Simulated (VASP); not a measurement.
Runs of VASP 6.6.1 on Ca. The structure is that of space group Fm-3m (No. 225), or close to it. The cells are those of the table. 

| task | cell | cutoff (eV) | gap on the mesh (eV) | pressure (GPa) |
| --- | --- | --- | --- | --- |
| single point | a = 3.775 Å, angles 60.0°, 1 atom | 520 | none | 0.0 |
| single point | a = 3.800 Å, angles 60.0°, 1 atom | 520 | none | -0.4 |
| relaxation of cell and atoms | relaxed from a = 3.773 Å, angles 60.0°, 1 atom | 600 | none | 0.0 |
| single point | a = 3.750 Å, angles 60.0°, 1 atom | 520 | - | (a) |

Alike in all rows: level LDA; potentials or basis VASP PAW LDA potentials, release 64 (Ca_sv); no spin polarisation; k mesh 6 × 6 × 6; smearing fermi-dirac 0.1 eV.

Fill in the values left out.

(a) 0.4.

A gap of «none» marks levels without a gap at the run's occupations.
